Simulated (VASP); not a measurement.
Write the native input for VASP 6.6.1 that does the following.

| Item | Value |
| --- | --- |
| Task | single point |
| Functional | PBEsol |
| Dispersion | D4 |
| Potentials or basis | VASP PAW PBE potentials, release 64 (Mn_pv, O) |
| Cutoff | 520 eV |
| k mesh | 11 × 11 × 6 |
| Occupations | fermi-dirac, width 0.05 eV |
| Spin | collinear spin, ferromagnetic start |
| Starting moments | [4.0, 0.0, 0.0] μB |
| Dipole correction | no |
| Further INCAR settings | ALGO = Normal; EDIFF = 1e-07; NBANDS = 24 |

The structure of MnO2 lies in POSCAR:

```
MnO2
1.0
    2.8347566520      0.0000000000      0.0000000000
   -1.4173783260      2.4549712742      0.0000000000
    0.0000000000      0.0000000000      4.4976642036
Mn O
1 2
Direct
    0.0000000000      0.0000000000      0.5000000000
    0.3333333333      0.6666666667      0.7110110804
    0.6666666667      0.3333333333      0.2889889196
```

These files were run (other wordings do the same):

INCAR

```
PREC     = Accurate       # precision mode
ENCUT    = 520            # plane-wave cutoff, eV
EDIFF    = 1E-7           # SCF threshold, eV
ISMEAR   = -1             # smearing method
SIGMA    = 0.05           # smearing width, eV
LREAL    = False          # projectors in reciprocal space
LASPH    = True           # aspherical terms in the spheres
NELM     = 150            # most SCF steps
ALGO     = Normal         # electronic algorithm
ISIF     = 2              # what is computed and relaxed
LWAVE    = False          # write WAVECAR
LCHARG   = False          # write CHGCAR
ISPIN    = 2              # spin polarisation
MAGMOM   = 4 0 0          # initial moments
LORBIT   = 11             # projections on sites
LMAXMIX  = 4              # l up to which the mixer works
GGA      = PS             # functional
IVDW     = 13             # dispersion correction
NBANDS   = 24             # bands
```

KPOINTS

```
regular mesh
0
Gamma
  11 11 6
```

Potentials or basis: VASP PAW PBE potentials, release 64 (Mn_pv, O).

Command:

```sh
$ cat potpaw_PBE.64/Mn_pv/POTCAR potpaw_PBE.64/O/POTCAR > POTCAR
$ mpirun -np 1 vasp_std > vasp.out
```

It gave:

| Quantity | Value |
| --- | --- |
| Pressure | 1.0 GPa |
| Largest force | 0.087 eV/Å |
| Band gap on the k mesh | 0.62 eV, indirect (least direct gap 0.67 eV) |
| Net moment | 3.00 μB per cell |
| Site moments | Mn +2.82; O +0.05 μB |
| Valence electrons inside the program's atomic spheres | Mn 11.82; O 4.99 |
| Dispersion energy per atom | -0.107 eV |

Caveat: the PAW data sets were made with another functional, which shifts forces and pressure a little; a cell with one magnetic atom can't hold antiferromagnetic order, which such compounds often take.

It took 76 s on 1 thread of AMD EPYC 9R45 96-Core Processor (Zen 5) (shared host), peak memory 0.2 GiB.
